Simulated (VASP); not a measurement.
# BN (P6_3mc) in VASP: a series of runs

BN is run at these levels: r2SCAN; tasks: single point.

All numbers are computed with VASP 6.6.1; they aren't measurements. Logs are shortened: lines on timing, memory, paths and dates and some standing lists are left out, and cuts for length are marked.

## (1) The cell of the first run

Symmetry: P6_3mc, No. 186, hexagonal system. The conventional cell has a = 2.550 Å, b = 2.550 Å, c = 4.210 Å, α = 90.00°, β = 90.00°, γ = 120.00°. B (site symmetry 3m) has 4 N at 1.56 to 1.57 Å within 2.1 Å. N (site symmetry 3m) has 4 B at 1.56 to 1.57 Å within 2.1 Å.

## (2) Single point, r2SCAN

Input file POSCAR:

```
BN
1.0
    2.5500000000      0.0000000000      0.0000000000
   -1.2750000000      2.2083647797      0.0000000000
    0.0000000000      0.0000000000      4.2100000000
B N
2 2
Direct
    0.3333333333      0.6666666667      0.0000000000
    0.6666666667      0.3333333333      0.5000000000
    0.3333333333      0.6666666667      0.3740000000
    0.6666666667      0.3333333333      0.8740000000
```

Input file INCAR.step1:

```
SYSTEM = BN
ALGO = Normal ; EDIFF = 1E-4
ENCUT = 520 ; GGA = PE
ISMEAR = 0 ; LASPH = .True.
LCHARG = .False. ; LREAL = .False.
LWAVE = .True. ; NBANDS = 16
NELM = 60 ; PREC = Accurate
SIGMA = 0.1
```

Input file INCAR.step2:

```
SYSTEM = BN
ALGO = Normal ; EDIFF = 1E-6
ENCUT = 520 ; ISIF = 2
ISMEAR = 0 ; ISTART = 1
LASPH = .True. ; LCHARG = .True.
LELF = .True. ; LMIXTAU = .True.
LREAL = .False. ; LVHAR = .True.
LWAVE = .False. ; METAGGA = R2SCAN
NBANDS = 16 ; NELM = 60
PREC = Accurate ; SIGMA = 0.1
```

Input file KPOINTS:

```
k-points
0
Gamma
  9 9 4
  0 0 0
```

Potentials or basis: VASP PAW PBE potentials, release 64 (B, N).

Started as:

```
$ cat potpaw_PBE.64/B/POTCAR potpaw_PBE.64/N/POTCAR > POTCAR
$ cp INCAR.step1 INCAR
$ mpirun -np 1 vasp_std > vasp.out
$ cp INCAR.step2 INCAR
$ mpirun -np 1 vasp_std > vasp.out
```

OUTCAR:

```text
SYSTEM = BN
   EDIFF = 1E-6
   ENCUT = 520
   ISIF = 2
   ISMEAR = 0
   ISTART = 1
   LASPH = .True.
   LREAL = .False.
   METAGGA = R2SCAN
   NELM = 60
   PREC = Accurate

 ion  position               nearest neighbor table
   1  0.333  0.667  0.000-   4 1.56   4 1.56   4 1.56   3 1.57
   2  0.667  0.333  0.500-   3 1.56   3 1.56   3 1.56   4 1.57
   3  0.333  0.667  0.374-   2 1.56   2 1.56   2 1.56   1 1.57
   4  0.667  0.333  0.874-   1 1.56   1 1.56   1 1.56   2 1.57

  LATTYP: Found a hexagonal cell.
 ALAT       =     2.5500000000
 C/A-ratio  =     1.6509803922

  Lattice vectors:

 A1 = (   2.5500000000,   0.0000000000,   0.0000000000)
 A2 = (  -1.2750000000,   2.2083647797,   0.0000000000)
 A3 = (   0.0000000000,   0.0000000000,   4.2100000000)

Analysis of symmetry for initial positions (statically):
=====================================================================
 Subroutine PRICEL returns:
 Original cell was already a primitive cell.

 Routine SETGRP: Setting up the symmetry group for a
 hexagonal supercell.

 Subroutine GETGRP returns: Found 12 space group operations
 (whereof  6 operations were pure point group operations)
 out of a pool of 24 trial point group operations.

The static configuration has the point symmetry C_3v.
 The point group associated with its full space group is C_6v.

Analysis of symmetry for dynamics (positions and initial velocities):
=====================================================================
 Subroutine PRICEL returns:
 Original cell was already a primitive cell.

 Routine SETGRP: Setting up the symmetry group for a
 hexagonal supercell.

 Subroutine GETGRP returns: Found 12 space group operations
 (whereof  6 operations were pure point group operations)
 out of a pool of 24 trial point group operations.

The dynamic configuration has the point symmetry C_3v.
 The point group associated with its full space group is C_6v.

 Subroutine INISYM returns: Found 12 space group operations
 (whereof  6 operations are pure point group operations),
 and found     1 'primitive' translations

----------------------------------------------------------------------------------------

                                     Primitive cell

[... 87 lines left out ...]
   ICHARG =      0    charge: 1-file 2-atom 10-const
   ISPIN  =      1    spin polarized calculation?
   LNONCOLLINEAR =      F non collinear calculations
   LSORBIT =      F    spin-orbit coupling
   LASPH  =      T    aspherical Exc in radial PAW
   ENCUT  =  520.0 eV  38.22 Ry    6.18 a.u.   4.74  4.74  7.83*2*pi/ulx,y,z
   NELM   =     60;   NELMIN=  2; NELMDL=  0     # of ELM steps
   EDIFF  = 0.1E-05   stopping-criterion for ELM
   LREAL  =      F    real-space projection
   EDIFFG = 0.1E-04   stopping-criterion for IOM
   NSW    =      0    number of steps for IOM
   IBRION =     -1    ionic relax: 0-MD 1-quasi-New 2-CG
   NFREE  =      0    steps in history (QN), initial steepest desc. (CG)
   ISIF   =      2    stress and relaxation
   ISYM   =      2    0-nonsym 1-usesym 2-fastsym
   POTIM  = 0.5000    time-step for ionic-motion
   TEBEG  =    0.0;   TEEND  =   0.0 temperature during run
   PSTRESS=    0.0 pullay stress
   NELECT =      16.0000    total number of electrons
   NUPDOWN=      -1.0000    fix difference up-down
   EMIN   =  10.00;   EMAX   =-10.00  energy-range for DOS
   EFERMI =   0.00;   METHOD = LEGACY
   ISMEAR =     0;   SIGMA  =   0.10  broadening in eV -4-tet -1-fermi 0-gaus
   EFERMI_NEDOS =   21; number of points for ismear=-14 and -15
   IALGO  =     38    algorithm
   IMIX   =      4    mixing-type and parameters
     AMIX     =   0.40;   BMIX     =  1.00
     AMIX_MAG =   1.60;   BMIX_MAG =  1.00
  volume/ion in A,a.u.               =       5.93        40.00
  Fermi-wavevector in a.u.,A,eV,Ry     =   1.435987  2.713622 28.056005  2.062058
  Thomas-Fermi vector in A             =   2.555225
   LORBIT       =      0    0 simple, 1 ext, 2 COOP (PROOUT), +10 PAW based schemes
   METAGGA = R2SCAN    functional components
   LHFCALC =     F    Hartree Fock is set to
   AEXX    =    0.0000 exact exchange contribution
   IVDW    =     0    specifies the selected vdW correction
   LEPSILON=     F    determine dielectric tensor
   LRPA    =     F    only Hartree local field effects (RPA)
 non-spin polarized calculation
 Gauss-broadening in eV      SIGMA  =   0.10
  energy-cutoff  :      520.00
  volume of cell :       23.71
 maximum number of plane-waves:       652
 NGX is ok and might be reduce to    20
   NGX =  9   NGY =  9   NGZ = 15

 number of electron      16.0000000 magnetization

 Free energy of the ion-electron system (eV)
  ---------------------------------------------------
  ext. energy  EPLUGINS =         0.00000000
  ---------------------------------------------------
  free energy    TOTEN  =       -38.26625888 eV

  energy without entropy =      -38.26625888  energy(sigma->0) =      -38.26625888

 E-fermi :   7.8785     XC(G=0): -13.6174

 val. band max:        7.3722771298   @ k =   0.0000   0.0000   0.0000
 cond. band min:      13.0639244093   @ k =   0.3333   0.3333   0.0000
 fundamental gap:      5.6916472795
 Fermi energy:         7.8785028571

 k-point     1 :       0.0000    0.0000    0.0000
  band No.  band energies     occupation
      1     -14.0689      2.00000
      2      -9.8373      2.00000
      3      -3.9228      2.00000
      4       5.1535      2.00000
      5       5.1535      2.00000
      6       7.0702      2.00000
[... 433 lines left out ...]
      3      -1.7189      2.00000
      4      -1.2112      2.00000
      5      -1.2112      2.00000
      6       0.9400      2.00000
[... 8 lines left out ...]
     15      24.8511      0.00000
     16      24.8511      0.00000

 [... further k-points ...]
[... 5 lines left out ...]
  --------------------------------------------------------------------------------------
  -------------------------------------------------------------------------------------
  Total       -0.2308343     -0.2308343      0.0340313      0.0000000      0.0000000      0.0000000
  in kB      -15.5997545    -15.5997545      2.2998309      0.0000000      0.0000000      0.0000000
  external PRESSURE =      -9.6332260 kB  Pullay stress =       0.0000000 kB

 VOLUME and BASIS-vectors are now :
 -----------------------------------------------------------------------------
  energy-cutoff  :      520.00
  volume of cell :       23.71
      direct lattice vectors                 reciprocal lattice vectors
     2.550000000  0.000000000  0.000000000     0.392156863  0.226411870  0.000000000
    -1.275000000  2.208364780  0.000000000     0.000000000  0.452823741  0.000000000
     0.000000000  0.000000000  4.210000000     0.000000000  0.000000000  0.237529691

 POSITION                                       TOTAL-FORCE (eV/Angst)
 -----------------------------------------------------------------------------------
     -0.00000      1.47224      0.00000         0.000000      0.000000     -0.060574
      1.27500      0.73612      2.10500        -0.000000      0.000000     -0.060574
     -0.00000      1.47224      1.57454         0.000000     -0.000000      0.060574
      1.27500      0.73612      3.67954        -0.000000      0.000000      0.060574
 -----------------------------------------------------------------------------------
    total drift:                               -0.000000     -0.000000     -0.002034

  FREE ENERGIE OF THE ION-ELECTRON SYSTEM (eV)
  ---------------------------------------------------
  free  energy   TOTEN  =       -38.2662588767 eV

  energy  without entropy=      -38.2662588767  energy(sigma->0) =      -38.26625888
```

OSZICAR.step1:

```text
N       E                     dE             d eps       ncg     rms          rms(c)
DAV:   1     0.355333376727E+02    0.35533E+02   -0.83751E+03  1152   0.979E+02
DAV:   2    -0.345977383563E+02   -0.70131E+02   -0.66087E+02  1672   0.224E+02
DAV:   3    -0.367589402535E+02   -0.21612E+01   -0.21572E+01  1288   0.364E+01
DAV:   4    -0.367640391672E+02   -0.50989E-02   -0.50986E-02  1416   0.200E+00
DAV:   5    -0.367640531423E+02   -0.13975E-04   -0.13975E-04  1128   0.979E-02    0.947E+00
DAV:   6    -0.349935837385E+02    0.17705E+01   -0.22285E+00  1448   0.136E+01    0.450E+00
DAV:   7    -0.348588463819E+02    0.13474E+00   -0.32029E-01  1440   0.455E+00    0.274E+00
DAV:   8    -0.348315140318E+02    0.27332E-01   -0.53191E-02  1320   0.188E+00    0.259E-01
DAV:   9    -0.348302830175E+02    0.12310E-02   -0.19100E-03  1336   0.522E-01    0.134E-01
DAV:  10    -0.348305585992E+02   -0.27558E-03   -0.48437E-04  1352   0.172E-01    0.253E-02
DAV:  11    -0.348305654773E+02   -0.68781E-05   -0.29521E-05   672   0.555E-02
   1 F= -.34830565E+02 E0= -.34830565E+02  d E =-.135786E-10
```

It took 66 s on 1 thread of Intel Xeon 8259CL, shared host; peak memory 0.14 GiB.

Results:

```
Free energy            : -38.2663 eV
Pressure               : -1.0 GPa
Largest force          : 0.061 eV/Å
Band gap on the k mesh : 5.69 eV (least direct gap 8.92 eV)
```

Forces in eV/Å, atoms in the order of the input:
```
B    0.000  0.000 -0.061
B    0.000  0.000 -0.061
N    0.000  0.000  0.061
N    0.000  0.000  0.061
```

Stress tensor (GPa, compression positive):
```
-1.56  0.00  0.00
 0.00 -1.56  0.00
 0.00  0.00  0.23
```

Caveat: the PAW data sets were made with another functional, which shifts forces and pressure a little; an odd mesh through Γ misses points on the zone boundary, where band edges can lie.

## (3) Single point, r2SCAN

This run uses another cell than the first one, of 5.89 Å³/atom.

Input file POSCAR:

```
BN
1.0
    2.5433243829      0.0000000000      0.0000000000
   -1.2716621915      2.2025835257      0.0000000000
    0.0000000000      0.0000000000      4.2068547497
B N
2 2
Direct
    0.3333333333      0.6666666667     -0.0003030979
    0.6666666667      0.3333333333      0.4996969021
    0.3333333333      0.6666666667      0.3743030979
    0.6666666667      0.3333333333      0.8743030979
```

Input file INCAR.step1:

```
SYSTEM = BN
ALGO = Normal
EDIFF = 1E-4
ENCUT = 520
GGA = PE
ISMEAR = 0
LASPH = .TRUE.
LCHARG = .FALSE.
LREAL = .FALSE.
LWAVE = .TRUE.
NBANDS = 16
NELM = 60
PREC = Accurate
SIGMA = 0.02
```

Input file INCAR.step2:

```
SYSTEM = BN
ALGO = Normal
EDIFF = 1E-6
ENCUT = 520
ISIF = 2
ISMEAR = 0
ISTART = 1
LASPH = .TRUE.
LCHARG = .FALSE.
LMIXTAU = .TRUE.
LREAL = .FALSE.
LWAVE = .FALSE.
METAGGA = R2SCAN
NBANDS = 16
NELM = 60
PREC = Accurate
SIGMA = 0.02
```

Input file KPOINTS:

```
k-points
0
G
  12 12 6
  0 0 0
```

Potentials or basis: VASP PAW PBE potentials, release 64 (B, N).

Started as:

```
$ cat potpaw_PBE.64/B/POTCAR potpaw_PBE.64/N/POTCAR > POTCAR
$ cp INCAR.step1 INCAR
$ mpirun -np 1 vasp_std > vasp.out
$ cp INCAR.step2 INCAR
$ mpirun -np 1 vasp_std > vasp.out
```

Wall time 2.9 min (1 thread of Intel Xeon 8259CL, shared host); peak memory 0.15 GiB.

It converged, with:

| Property | Result |
| --- | --- |
| Free energy | -38.2660 eV |
| Pressure | 1.4 GPa |
| Largest force | 0.004 eV/Å |
| Band gap on the k mesh | 5.72 eV (least direct gap 8.99 eV) |

Forces in eV/Å, atoms in the order of the input:
```
B    0.000  0.000  0.004
B    0.000  0.000  0.004
N    0.000  0.000 -0.004
N    0.000  0.000 -0.004
```

Levels at points of the mesh, in eV from the valence-band top:
```tsv
k point	band 4	band 5	band 6	band 7	band 8	band 9	band 10	band 11	band 12	band 13
(0.00, 0.00, 0.00)	-2.21	-2.21	-0.27	0.00	0.00	9.08	9.08	9.32	10.23	11.56
(0.50, 0.00, 0.00)	-8.16	-7.21	-5.20	-4.54	-2.20	7.30	8.61	11.38	12.23	13.86
(0.00, 0.00, 0.50)	-5.97	-1.22	-1.22	-1.22	-1.22	10.25	10.25	10.69	10.69	10.69
(0.50, 0.00, 0.50)	-10.43	-3.93	-3.93	-3.73	-3.73	7.20	7.20	10.72	10.72	15.33
```

Caveat: the PAW data sets were made with another functional, which shifts forces and pressure a little.
